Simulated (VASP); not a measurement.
# K (Im-3m) in VASP: notebook

K is run at these levels: PBE; tasks: single point.

All numbers are computed with VASP 6.6.1; they aren't measurements. Logs are shortened: lines on timing, memory, paths and dates and some standing lists are left out, and cuts for length are marked.

### 1 The cell of the first run

The structure is cubic, space group Im-3m (No. 229). Conventional cell: a = 5.236 Å, b = 5.236 Å, c = 5.236 Å, α = 90.00°, β = 90.00°, γ = 90.00°.

### 2 Single point, PBE, collinear spin

Input file INCAR:

```
ALGO = Normal
EDIFF = 1E-6
ENCUT = 500
GGA = PE
GGA_COMPAT = F
ISIF = 2
ISMEAR = -1
ISPIN = 2
LASPH = T
LCHARG = F
LORBIT = 11
LREAL = F
LWAVE = F
MAGMOM = 1
NBANDS = 14
NELM = 200
PREC = Accurate
SIGMA = 0.08617333262145177
```

Input file KPOINTS:

```
k-points
0
Gamma
  2 2 2
```

Input file POSCAR:

```
K
1.0
   -2.6180000000      2.6180000000      2.6180000000
    2.6180000000     -2.6180000000      2.6180000000
    2.6180000000      2.6180000000     -2.6180000000
K
1
Direct
    0.0000000000      0.0000000000      0.0000000000
```

Potentials or basis: VASP PAW PBE potentials, release 64 (K_sv).

Launch:

```bash
$ cat potpaw_PBE.64/K_sv/POTCAR > POTCAR
$ mpirun -np 1 vasp_std > vasp.out
```

OUTCAR:

```text
EDIFF = 1E-6
   ENCUT = 500
   GGA = PE
   ISIF = 2
   ISMEAR = -1
   ISPIN = 2
   LASPH = T
   LORBIT = 11
   LREAL = F
   NELM = 200
   PREC = Accurate

 ion  position               nearest neighbor table
   1  0.000  0.000  0.000-

  LATTYP: Found a body centered cubic cell.
 ALAT       =     5.2360000000

  Lattice vectors:

 A1 = (  -2.6180000000,   2.6180000000,   2.6180000000)
 A2 = (   2.6180000000,  -2.6180000000,   2.6180000000)
 A3 = (   2.6180000000,   2.6180000000,  -2.6180000000)

Analysis of symmetry for initial positions (statically):
=====================================================================
 Subroutine PRICEL returns:
 Original cell was already a primitive cell.

 Routine SETGRP: Setting up the symmetry group for a
 body centered cubic supercell.

 Subroutine GETGRP returns: Found 48 space group operations
 (whereof 48 operations were pure point group operations)
 out of a pool of 48 trial point group operations.

The static configuration has the point symmetry O_h .

Analysis of symmetry for dynamics (positions and initial velocities):
=====================================================================
 Subroutine PRICEL returns:
 Original cell was already a primitive cell.

 Routine SETGRP: Setting up the symmetry group for a
 body centered cubic supercell.

 Subroutine GETGRP returns: Found 48 space group operations
 (whereof 48 operations were pure point group operations)
 out of a pool of 48 trial point group operations.

The dynamic configuration has the point symmetry O_h .

Analysis of structural, dynamic, and magnetic symmetry:
=====================================================================
 Subroutine PRICEL returns:
 Original cell was already a primitive cell.

 Routine SETGRP: Setting up the symmetry group for a
 body centered cubic supercell.

 Subroutine GETGRP returns: Found 48 space group operations
 (whereof 48 operations were pure point group operations)
 out of a pool of 48 trial point group operations.

The overall configuration has the point symmetry O_h .

 Subroutine INISYM returns: Found 48 space group operations
 (whereof 48 operations are pure point group operations),
 and found     1 'primitive' translations

----------------------------------------------------------------------------------------

                                     Primitive cell

  volume of cell :      71.7743

  direct lattice vectors                    reciprocal lattice vectors
    -2.618000000  2.618000000  2.618000000     0.000000000  0.190985485  0.190985485
     2.618000000 -2.618000000  2.618000000     0.190985485  0.000000000  0.190985485
     2.618000000  2.618000000 -2.618000000     0.190985485  0.190985485  0.000000000

  length of vectors
     4.534509014  4.534509014  4.534509014     0.270094263  0.270094263  0.270094263

  position of ions in fractional coordinates (direct lattice)
     0.000000000  0.000000000  0.000000000

  ion indices of the primitive-cell ions
   primitive index   ion index
                 1           1

----------------------------------------------------------------------------------------

 KPOINTS: k-points

Automatic generation of k-mesh.
 Grid dimensions read from file:
 generate k-points for:    2    2    2

 Generating k-lattice:

  Cartesian coordinates                     Fractional coordinates (reciprocal lattice)
     0.000000000  0.095492743  0.095492743     0.500000000  0.000000000  0.000000000
     0.095492743  0.000000000  0.095492743     0.000000000  0.500000000  0.000000000
     0.095492743  0.095492743  0.000000000     0.000000000  0.000000000  0.500000000

  Length of vectors
     0.135047132  0.135047132  0.135047132

  Shift w.r.t. Gamma in fractional coordinates (k-lattice)
     0.000000000  0.000000000  0.000000000

 Subroutine IBZKPT returns following result:
 ===========================================

 Found      3 irreducible k-points:

 Following reciprocal coordinates:
            Coordinates               Weight
  0.000000  0.000000  0.000000      1.000000
  0.500000  0.000000  0.000000      6.000000
  0.500000  0.500000  0.500000      1.000000
   k-points           NKPTS =      3   k-points in BZ     NKDIM =      3   number of bands    NBANDS=     14
   number of dos      NEDOS =    301   number of ions     NIONS =      1
   total plane-waves  NPLWV =  46656
   dimension x,y,z NGX =    36 NGY =   36 NGZ =   36
   dimension x,y,z NGXF=    72 NGYF=   72 NGZF=   72
   ions per type =               1
   NGX,Y,Z   is equivalent  to a cutoff of  13.20, 13.20, 13.20 a.u.
   NGXF,Y,Z  is equivalent  to a cutoff of  26.40, 26.40, 26.40 a.u.
 SYSTEM =  unknown system
   PREC   = accura    normal or accurate (medium, high low for compatibility)
   ISTART =      0    job   : 0-new  1-cont  2-samecut
   ICHARG =      2    charge: 1-file 2-atom 10-const
   ISPIN  =      2    spin polarized calculation?
   LNONCOLLINEAR =      F non collinear calculations
   LSORBIT =      F    spin-orbit coupling
   LASPH  =      T    aspherical Exc in radial PAW
   ENCUT  =  500.0 eV  36.75 Ry    6.06 a.u.   8.27  8.27  8.27*2*pi/ulx,y,z
   NELM   =    200;   NELMIN=  2; NELMDL= -5     # of ELM steps
   EDIFF  = 0.1E-05   stopping-criterion for ELM
   LREAL  =      F    real-space projection
   EDIFFG = 0.1E-04   stopping-criterion for IOM
   NSW    =      0    number of steps for IOM
   IBRION =     -1    ionic relax: 0-MD 1-quasi-New 2-CG
   NFREE  =      0    steps in history (QN), initial steepest desc. (CG)
   ISIF   =      2    stress and relaxation
   ISYM   =      2    0-nonsym 1-usesym 2-fastsym
   POTIM  = 0.5000    time-step for ionic-motion
   TEBEG  =    0.0;   TEEND  =   0.0 temperature during run
   PSTRESS=    0.0 pullay stress
   NELECT =       9.0000    total number of electrons
   NUPDOWN=      -1.0000    fix difference up-down
   EMIN   =  10.00;   EMAX   =-10.00  energy-range for DOS
   EFERMI =   0.00;   METHOD = LEGACY
   ISMEAR =    -1;   SIGMA  =   0.09  broadening in eV -4-tet -1-fermi 0-gaus
   EFERMI_NEDOS =   21; number of points for ismear=-14 and -15
   IALGO  =     38    algorithm
   IMIX   =      4    mixing-type and parameters
     AMIX     =   0.40;   BMIX     =  1.00
     AMIX_MAG =   1.60;   BMIX_MAG =  1.00
  volume/ion in A,a.u.               =      71.77       484.36
  Fermi-wavevector in a.u.,A,eV,Ry     =   0.819406  1.548454  9.135317  0.671427
  Thomas-Fermi vector in A             =   1.930206
   LORBIT       =     11    0 simple, 1 ext, 2 COOP (PROOUT), +10 PAW based schemes
   GGA     = PE    functional components
   LHFCALC =     F    Hartree Fock is set to
   AEXX    =    0.0000 exact exchange contribution
   IVDW    =     0    specifies the selected vdW correction
   LEPSILON=     F    determine dielectric tensor
   LRPA    =     F    only Hartree local field effects (RPA)
 spin polarized calculation
  energy-cutoff  :      500.00
  volume of cell :       71.77
 maximum number of plane-waves:      1878
 NGX is ok and might be reduce to    36
   NGX = 17   NGY = 17   NGZ = 17

 number of electron       9.0000001 magnetization       0.7470753

 Free energy of the ion-electron system (eV)
  ---------------------------------------------------
  ext. energy  EPLUGINS =         0.00000000
  ---------------------------------------------------
  free energy    TOTEN  =        -0.60121216 eV

  energy without entropy =       -0.52765046  energy(sigma->0) =       -0.56443131

 E-fermi :   0.1664     XC(G=0):  -5.6715

 val. band max:        0.0720111014   @ k =   0.5000   0.0000   0.0000
 cond. band min:       0.2615749745   @ k =   0.5000   0.0000   0.0000
 fundamental gap:      0.1895638731
 Fermi energy:         0.1663500025

 spin component 1

 k-point     1 :       0.0000    0.0000    0.0000
  band No.  band energies     occupation
      1     -32.1679      1.00000
      2     -15.6202      1.00000
      3     -15.6202      1.00000
      4     -15.6202      1.00000
      5      -2.5960      1.00000
      6       4.0921      0.00000
      7       4.0921      0.00000
      8       4.0921      0.00000
      9       5.0578      0.00000
     10       5.0578      0.00000
     11       7.5612      0.00000
     12       7.5612      0.00000
     13       7.5612      0.00000
     14      10.0215      0.00000

 k-point     2 :       0.5000    0.0000    0.0000
  band No.  band energies     occupation
      1     -32.1632      1.00000
      2     -15.6971      1.00000
      3     -15.6459      1.00000
      4     -15.6201      1.00000
      5       0.0720      0.74928
      6       0.2616      0.24880
      7       2.8681      0.00000
      8       4.7234      0.00000
      9       5.5889      0.00000
     10       5.6530      0.00000
     11       6.2570      0.00000
     12       6.4998      0.00000
     13       6.6254      0.00000
     14      10.4696      0.00000

 k-point     3 :       0.5000    0.5000    0.5000
  band No.  band energies     occupation
      1     -32.1595      1.00000
      2     -15.6754      1.00000
      3     -15.6754      1.00000
      4     -15.6754      1.00000
      5       1.2899      0.00000
      6       1.2899      0.00000
      7       3.1290      0.00000
      8       3.1290      0.00000
      9       3.1290      0.00000
     10       5.4817      0.00000
     11       6.3049      0.00000
     12       6.3049      0.00000
     13       6.3049      0.00000
     14       9.8052      0.00000
 Fermi energy:         0.1663500025

 spin component 2

 k-point     1 :       0.0000    0.0000    0.0000
  band No.  band energies     occupation
      1     -32.0989      1.00000
      2     -15.5454      1.00000
      3     -15.5454      1.00000
      4     -15.5454      1.00000
      5      -1.8639      1.00000
      6       4.3611      0.00000
      7       4.3611      0.00000
      8       4.3611      0.00000
      9       5.3044      0.00000
     10       5.3044      0.00000
     11       8.6719      0.00000
     12       8.6719      0.00000
     13       8.6719      0.00000
     14      10.0991      0.00000

 k-point     2 :       0.5000    0.0000    0.0000
  band No.  band energies     occupation
      1     -32.0943      1.00000
      2     -15.6178      1.00000
      3     -15.5700      1.00000
      4     -15.5452      1.00000
      5       0.7056      0.00191
      6       1.1291      0.00001
      7       3.3461      0.00000
      8       4.9346      0.00000
      9       5.7525      0.00000
     10       6.4670      0.00000
     11       6.5348      0.00000
     12       6.6753      0.00000
     13       6.6794      0.00000
     14      11.3254      0.00000

 k-point     3 :       0.5000    0.5000    0.5000
  band No.  band energies     occupation
      1     -32.0907      1.00000
      2     -15.5981      1.00000
      3     -15.5981      1.00000
      4     -15.5981      1.00000
      5       2.0228      0.00000
      6       2.0228      0.00000
      7       3.8134      0.00000
      8       3.8134      0.00000
      9       3.8134      0.00000
     10       5.5494      0.00000
     11       6.3905      0.00000
     12       6.3905      0.00000
     13       6.3905      0.00000
     14      10.3413      0.00000

------------------------ aborting loop because EDIFF is reached ----------------------------------------

  FORCE on cell =-STRESS in cart. coord.  units (eV):
  Direction    XX          YY          ZZ          XY          YZ          ZX
  --------------------------------------------------------------------------------------
  -------------------------------------------------------------------------------------
  Total        0.1363306      0.1363306      0.1363306      0.0000000      0.0000000      0.0000000
  in kB        3.0432325      3.0432325      3.0432325      0.0000000      0.0000000      0.0000000
  external PRESSURE =       3.0432325 kB  Pullay stress =       0.0000000 kB

 VOLUME and BASIS-vectors are now :
 -----------------------------------------------------------------------------
  energy-cutoff  :      500.00
  volume of cell :       71.77
      direct lattice vectors                 reciprocal lattice vectors
    -2.618000000  2.618000000  2.618000000     0.000000000  0.190985485  0.190985485
     2.618000000 -2.618000000  2.618000000     0.190985485  0.000000000  0.190985485
     2.618000000  2.618000000 -2.618000000     0.190985485  0.190985485  0.000000000

 POSITION                                       TOTAL-FORCE (eV/Angst)
 -----------------------------------------------------------------------------------
      0.00000      0.00000      0.00000         0.000000     -0.000000      0.000000
 -----------------------------------------------------------------------------------
    total drift:                               -0.000000      0.000000      0.000000

  FREE ENERGIE OF THE ION-ELECTRON SYSTEM (eV)
  ---------------------------------------------------
  free  energy   TOTEN  =        -0.6012121570 eV

  energy  without entropy=       -0.5276504638  energy(sigma->0) =       -0.56443131

 total charge

# of ion       s       p       d       tot
------------------------------------------
    1        1.979   5.543   0.024   7.546

 magnetization (x)

# of ion       s       p       d       tot
------------------------------------------
    1        0.022   0.011   0.024   0.056
```

Wall time 32 s (1 thread of Intel Xeon 8259CL, shared host); peak memory 0.22 GiB.

What came out:

* Free energy: -0.6012 eV
* Pressure: 0.3 GPa
* Net moment: 0.75 μB per cell
* Site moments: K +0.06 μB
* Valence electrons inside the program's atomic spheres: K 7.55

Caveat: the k points lie up to 0.85 Å⁻¹ apart, too coarse for converged energies, forces and pressures.

### 3 Single point, PBE, collinear spin

Input file INCAR:

```
PREC     = Accurate       # precision mode
ENCUT    = 500            # plane-wave cutoff, eV
EDIFF    = 1E-6           # SCF threshold, eV
ISMEAR   = 0              # smearing method
SIGMA    = 0.1            # smearing width, eV
LREAL    = F              # projectors in reciprocal space
LASPH    = T              # aspherical terms in the spheres
NELM     = 200            # most SCF steps
ALGO     = Normal         # electronic algorithm
ISIF     = 2              # what is computed and relaxed
LWAVE    = F              # write WAVECAR
LCHARG   = F              # write CHGCAR
ISPIN    = 2              # spin polarisation
MAGMOM   = 0.1            # initial moments
LORBIT   = 11             # projections on sites
GGA      = PE             # functional
NBANDS   = 14             # bands
GGA_COMPAT= F
```

Input file KPOINTS:

```
regular mesh
0
Gamma
  2 2 2
```

POSCAR is that of step 2.

Potentials or basis: VASP PAW PBE potentials, release 64 (K_sv).

Launch:

```bash
$ cat potpaw_PBE.64/K_sv/POTCAR > POTCAR
$ mpirun -np 1 vasp_std > vasp.out
```

Wall time 26 s (1 thread of Intel Xeon 8259CL, shared host); peak memory 0.22 GiB.

The run converged. Its results:

| Property | Result |
| --- | --- |
| Free energy | -0.4765 eV |
| Pressure | 0.3 GPa |
| Net moment | 0.00 μB per cell |
| Valence electrons inside the program's atomic spheres | K 7.55 |

Levels at points of the mesh, in eV from the Fermi level:
Spin up:
| k point | band 2 | band 3 | band 4 | band 5 | band 6 | band 7 | band 8 | band 9 |
| --- | --- | --- | --- | --- | --- | --- | --- | --- |
| (0.00, 0.00, 0.00) | -15.93 | -15.93 | -15.93 | -2.64 | 3.88 | 3.88 | 3.88 | 4.83 |
| (0.50, 0.00, 0.00) | -16.01 | -15.96 | -15.93 | 0.00 | 0.27 | 2.73 | 4.49 | 5.37 |
| (0.50, 0.50, 0.50) | -15.99 | -15.99 | -15.99 | 1.24 | 1.24 | 3.09 | 3.09 | 3.09 |
Spin down:
```
           k point  band 1  band 2  band 3  band 4  band 5  band 6  band 7  band 8
(0.00, 0.00, 0.00)  -32.48  -15.93  -15.93  -15.93   -2.64    3.88    3.88    3.88
(0.50, 0.00, 0.00)  -32.47  -16.01  -15.96  -15.93    0.00    0.27    2.73    4.49
(0.50, 0.50, 0.50)  -32.47  -15.99  -15.99  -15.99    1.24    1.24    3.09    3.09
```

Caveat: the k points lie up to 0.85 Å⁻¹ apart, too coarse for converged energies, forces and pressures.

### 4 Single point, PBE

Input file INCAR:

```
  PREC = Accurate
  ENCUT = 500
  EDIFF = 1E-6
  ISMEAR = -4
  SIGMA = 0.1
  LREAL = F
  LASPH = T
  NELM = 120
  ALGO = Normal
  ISIF = 2
  LWAVE = F
  LCHARG = F
  GGA = PE
  NBANDS = 10
  GGA_COMPAT = F
```

Input file KPOINTS:

```
regular mesh
0
Gamma
  6 6 6
```

POSCAR is that of step 3.

Launch:

```bash
$ cat potpaw_PBE.64/K_sv/POTCAR > POTCAR
$ mpirun -np 1 vasp_std > vasp.out
```

Run time: 14 s. Hardware: 1 thread of Intel Xeon 8259CL, shared host; peak memory 0.2 GiB.

It converged, with:

```
Free energy            : -0.9392 eV
Pressure               : 0.2 GPa
Band gap on the k mesh : zero (an odd number of electrons rules out a gap without spin polarisation)
```

Levels at points of the mesh, in eV from the Fermi level:
```csv
k point,band 2,band 3,band 4,band 5,band 6,band 7
"(0.00, 0.00, 0.00)",-15.61,-15.61,-15.61,-2.24,4.27,4.27
"(0.50, 0.00, 0.00)",-15.69,-15.64,-15.61,0.39,0.65,3.12
"(0.50, 0.50, 0.50)",-15.67,-15.67,-15.67,1.61,1.61,3.49
```

Caveat: tetrahedron occupations give inexact forces and stress in metals.

### 5 Overview

| spin | k mesh | smearing | gap on the mesh (eV) | pressure (GPa) | moment (μB) |
| --- | --- | --- | --- | --- | --- |
| collinear | 2 × 2 × 2 | fermi-dirac 0.0861733 eV | none | 0.3 | 0.75 |
| collinear | 2 × 2 × 2 | gaussian 0.1 eV | none | 0.3 | 0.00 |
| off | 6 × 6 × 6 | tetrahedron | none | 0.2 | - |

Alike in all rows: task single point; level PBE; potentials or basis VASP PAW PBE potentials, release 64 (K_sv); cell as given; cutoff (eV) 500.

Caveats: some runs use coarse meshes; tetrahedron occupations give inexact forces and stress in metals (at least some runs).

Total energies depend on the potentials used, so only differences within one code and one set of settings carry meaning.

The gap in the log of VASP goes by the Fermi energy; the results here count the filled bands.